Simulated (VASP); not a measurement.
# Si3N4 (I-43d) in VASP: settings compared, part 2 of 3

VASP 6.6.1. The steps go on from the part before.

### 3 Single point, PBEsol

This run uses another cell than the first one, of 9.61 Å³/atom, 1.006 times its volume.

The input, INCAR:

```
PREC = Accurate
ENCUT = 520
EDIFF = 1E-6
ISMEAR = -1
SIGMA = 0.02
LREAL = False
LASPH = True
NELM = 100
ALGO = Normal
ISIF = 2
LWAVE = False
LCHARG = True
GGA = PS
LELF = True
LVHAR = True
NBANDS = 45
```

The input, KPOINTS:

```
Automatic mesh
0
Gamma
  6 6 6
```

The input, POSCAR:

```
Si3N4
1.0
   -3.2274987238      3.2274987238      3.2274987238
    3.2274987238     -3.2274987238      3.2274987238
    3.2274987238      3.2274987238     -3.2274987238
Si N
6 8
Direct
    0.3750000000      0.2500000000      0.6250000000
    0.6250000000      0.3750000000      0.2500000000
    0.8750000000      0.1250000000      0.7500000000
    0.2500000000      0.6250000000      0.3750000000
    0.7500000000      0.8750000000      0.1250000000
    0.1250000000      0.7500000000      0.8750000000
    0.5000000000      0.0000000000      0.0615470474
    0.5615470474      0.5000000000      0.0000000000
    0.9384529526      0.9384529526      0.9384529526
    0.0000000000      0.5615470474      0.5000000000
    0.4384529526      0.4384529526      0.4384529526
    0.0000000000      0.0615470474      0.5000000000
    0.5000000000      0.0000000000      0.5615470474
    0.0615470474      0.5000000000      0.0000000000
```

Potentials or basis: VASP PAW PBE potentials, release 64 (Si, N).

Command:

```
> cat potpaw_PBE.64/Si/POTCAR potpaw_PBE.64/N/POTCAR > POTCAR
> mpirun -np 1 vasp_std > vasp.out
```

OUTCAR:

```text
PREC = Accurate
   ENCUT = 520
   EDIFF = 1E-6
   ISMEAR = -1
   LREAL = False
   LASPH = True
   NELM = 100
   ISIF = 2
   GGA = PS

 ion  position               nearest neighbor table
   1  0.375  0.250  0.625-   8 1.75  11 1.75  12 1.75  13 1.75   4 3.02   5 3.02   2 3.02   2 3.02
                             3 3.02   4 3.02   3 3.02   5 3.02
   2  0.625  0.375  0.250-   7 1.75   8 1.75  10 1.75  11 1.75   5 3.02   4 3.02   6 3.02   1 3.02
                             4 3.02   1 3.02   5 3.02   6 3.02
   3  0.875  0.125  0.750-   9 1.75  12 1.75  13 1.75  14 1.75   6 3.02   6 3.02   4 3.02   1 3.02
                             5 3.02   5 3.02   1 3.02   4 3.02
   4  0.250  0.625  0.375-  13 1.75  14 1.75  11 1.75  10 1.75   6 3.02   3 3.02   1 3.02   1 3.02
                             2 3.02   6 3.02   3 3.02   2 3.02
   5  0.750  0.875  0.125-   8 1.75   9 1.75  12 1.75   7 1.75   6 3.02   1 3.02   3 3.02   2 3.02
                             3 3.02   2 3.02   1 3.02   6 3.02
   6  0.125  0.750  0.875-   7 1.75  10 1.75   9 1.75  14 1.75   5 3.02   5 3.02   2 3.02   3 3.02
                             4 3.02   4 3.02   3 3.02   2 3.02
   7  0.500  0.000  0.062-   2 1.75   6 1.75   5 1.75
   8  0.562  0.500  0.000-   1 1.75   2 1.75   5 1.75
   9  0.938  0.938  0.938-   3 1.75   5 1.75   6 1.75
  10  0.000  0.562  0.500-   2 1.75   6 1.75   4 1.75
  11  0.438  0.438  0.438-   1 1.75   2 1.75   4 1.75
  12  0.000  0.062  0.500-   1 1.75   3 1.75   5 1.75
  13  0.500  0.000  0.562-   3 1.75   4 1.75   1 1.75
  14  0.062  0.500  0.000-   3 1.75   4 1.75   6 1.75

  LATTYP: Found a body centered cubic cell.
 ALAT       =     6.4549974476

  Lattice vectors:

 A1 = (  -3.2274987238,   3.2274987238,   3.2274987238)
 A2 = (   3.2274987238,  -3.2274987238,   3.2274987238)
 A3 = (   3.2274987238,   3.2274987238,  -3.2274987238)

Analysis of symmetry for initial positions (statically):
=====================================================================
 Subroutine PRICEL returns:
 Original cell was already a primitive cell.

 Routine SETGRP: Setting up the symmetry group for a
 body centered cubic supercell.

 Subroutine GETGRP returns: Found 24 space group operations
 (whereof  3 operations were pure point group operations)
 out of a pool of 48 trial point group operations.

The static configuration has the point symmetry C_3 .
 The point group associated with its full space group is T_d .

Analysis of symmetry for dynamics (positions and initial velocities):
=====================================================================
 Subroutine PRICEL returns:
 Original cell was already a primitive cell.

 Routine SETGRP: Setting up the symmetry group for a
 body centered cubic supercell.

 Subroutine GETGRP returns: Found 24 space group operations
 (whereof  3 operations were pure point group operations)
 out of a pool of 48 trial point group operations.

The dynamic configuration has the point symmetry C_3 .
 The point group associated with its full space group is T_d .

 Subroutine INISYM returns: Found 24 space group operations
 (whereof  3 operations are pure point group operations),
 and found     1 'primitive' translations

----------------------------------------------------------------------------------------

                                     Primitive cell

  volume of cell :     134.4802

  direct lattice vectors                    reciprocal lattice vectors
[... 92 lines left out ...]
 SYSTEM =  unknown system
   PREC   = accura    normal or accurate (medium, high low for compatibility)
   ISTART =      0    job   : 0-new  1-cont  2-samecut
   ICHARG =      2    charge: 1-file 2-atom 10-const
   ISPIN  =      1    spin polarized calculation?
   LNONCOLLINEAR =      F non collinear calculations
   LSORBIT =      F    spin-orbit coupling
   LASPH  =      T    aspherical Exc in radial PAW
   ENCUT  =  520.0 eV  38.22 Ry    6.18 a.u.  10.39 10.39 10.39*2*pi/ulx,y,z
   NELM   =    100;   NELMIN=  2; NELMDL= -5     # of ELM steps
   EDIFF  = 0.1E-05   stopping-criterion for ELM
   LREAL  =      F    real-space projection
   EDIFFG = 0.1E-04   stopping-criterion for IOM
   NSW    =      0    number of steps for IOM
   IBRION =     -1    ionic relax: 0-MD 1-quasi-New 2-CG
   NFREE  =      0    steps in history (QN), initial steepest desc. (CG)
   ISIF   =      2    stress and relaxation
   ISYM   =      2    0-nonsym 1-usesym 2-fastsym
   POTIM  = 0.5000    time-step for ionic-motion
   TEBEG  =    0.0;   TEEND  =   0.0 temperature during run
   PSTRESS=    0.0 pullay stress
   NELECT =      64.0000    total number of electrons
   NUPDOWN=      -1.0000    fix difference up-down
   EMIN   =  10.00;   EMAX   =-10.00  energy-range for DOS
   EFERMI =   0.00;   METHOD = LEGACY
   ISMEAR =    -1;   SIGMA  =   0.02  broadening in eV -4-tet -1-fermi 0-gaus
   EFERMI_NEDOS =   21; number of points for ismear=-14 and -15
   IALGO  =     38    algorithm
   IMIX   =      4    mixing-type and parameters
     AMIX     =   0.40;   BMIX     =  1.00
     AMIX_MAG =   1.60;   BMIX_MAG =  1.00
  volume/ion in A,a.u.               =       9.61        64.82
  Fermi-wavevector in a.u.,A,eV,Ry     =   1.278151  2.415355 22.227421  1.633669
  Thomas-Fermi vector in A             =   2.410710
   LORBIT       =      0    0 simple, 1 ext, 2 COOP (PROOUT), +10 PAW based schemes
   GGA     = PS    functional components
   LHFCALC =     F    Hartree Fock is set to
   AEXX    =    0.0000 exact exchange contribution
   IVDW    =     0    specifies the selected vdW correction
   LEPSILON=     F    determine dielectric tensor
   LRPA    =     F    only Hartree local field effects (RPA)
 non-spin polarized calculation
  energy-cutoff  :      520.00
  volume of cell :      134.48
 maximum number of plane-waves:      3632
 NGX is ok and might be reduce to    42
   NGX = 21   NGY = 21   NGZ = 21

 number of electron      64.0000006 magnetization

 Free energy of the ion-electron system (eV)
  ---------------------------------------------------
  ext. energy  EPLUGINS =         0.00000000
  ---------------------------------------------------
  free energy    TOTEN  =      -119.21077182 eV

  energy without entropy =     -119.21077182  energy(sigma->0) =     -119.21077182

 E-fermi :   8.1969     XC(G=0): -11.6281

 val. band max:        7.7239797862   @ k =   0.3333   0.3333   0.0000
 cond. band min:      11.6978473796   @ k =  -0.1667   0.1667   0.1667
 fundamental gap:      3.9738675935
 Fermi energy:         8.1969484763

 k-point     1 :       0.0000    0.0000    0.0000
  band No.  band energies     occupation
      1     -10.5162      2.00000
      2      -7.5644      2.00000
      3      -7.5644      2.00000
      4      -7.5644      2.00000
      5      -7.0492      2.00000
      6      -7.0492      2.00000
[... 741 lines left out ...]
     43      16.2909      0.00000
     44      16.2909      0.00000
 [bands above 44 left out]

------------------------ aborting loop because EDIFF is reached ----------------------------------------

  FORCE on cell =-STRESS in cart. coord.  units (eV):
  Direction    XX          YY          ZZ          XY          YZ          ZX
  --------------------------------------------------------------------------------------
  -------------------------------------------------------------------------------------
  Total        0.1787763      0.1787763      0.1787763     -0.0000000      0.0000000      0.0000000
  in kB        2.1299156      2.1299156      2.1299156     -0.0000000      0.0000000      0.0000000
  external PRESSURE =       2.1299156 kB  Pullay stress =       0.0000000 kB

 VOLUME and BASIS-vectors are now :
 -----------------------------------------------------------------------------
  energy-cutoff  :      520.00
  volume of cell :      134.48
      direct lattice vectors                 reciprocal lattice vectors
    -3.227498724  3.227498724  3.227498724     0.000000000  0.154918729  0.154918729
     3.227498724 -3.227498724  3.227498724     0.154918729  0.000000000  0.154918729
     3.227498724  3.227498724 -3.227498724     0.154918729  0.154918729  0.000000000

 POSITION                                       TOTAL-FORCE (eV/Angst)
 -----------------------------------------------------------------------------------
      1.61375      2.42062      0.00000         0.000000     -0.000000      0.000000
      0.00000      1.61375      2.42062         0.000000     -0.000000      0.000000
      0.00000      4.84125      0.80687         0.000000     -0.000000      0.000000
      2.42062      0.00000      1.61375         0.000000     -0.000000      0.000000
      0.80687      0.00000      4.84125         0.000000     -0.000000      0.000000
      4.84125      0.80687      0.00000         0.000000     -0.000000      0.000000
     -1.41511      1.81239      1.41511        -0.001072     -0.001072      0.001072
     -0.19864      0.19864      3.42614         0.001072     -0.001072     -0.001072
      3.02886      3.02886      3.02886         0.001072      0.001072      0.001072
      3.42614     -0.19864      0.19864        -0.001072      0.001072     -0.001072
      1.41511      1.41511      1.41511         0.001072      0.001072      0.001072
      1.81239      1.41511     -1.41511        -0.001072      0.001072     -0.001072
      0.19864      3.42614     -0.19864        -0.001072     -0.001072      0.001072
      1.41511     -1.41511      1.81239         0.001072     -0.001072     -0.001072
 -----------------------------------------------------------------------------------
    total drift:                               -0.000000     -0.000000     -0.000000

  FREE ENERGIE OF THE ION-ELECTRON SYSTEM (eV)
  ---------------------------------------------------
  free  energy   TOTEN  =      -119.2107718175 eV

  energy  without entropy=     -119.2107718175  energy(sigma->0) =     -119.21077182
```

It took 71 s on 1 thread of Intel Xeon Platinum 8488C (Sapphire Rapids), shared host; peak memory 0.28 GiB.

Results:

```yaml
Free_energy: -119.2108 eV
Pressure: 0.2 GPa
Band_gap_on_the_k_mesh: 3.97 eV, indirect (least direct gap 4.14 eV)
```

Caveat: the PAW data sets were made with another functional, which shifts forces and pressure a little. A k mesh can miss the band edges.

(Part 2 of 3 ends here.)
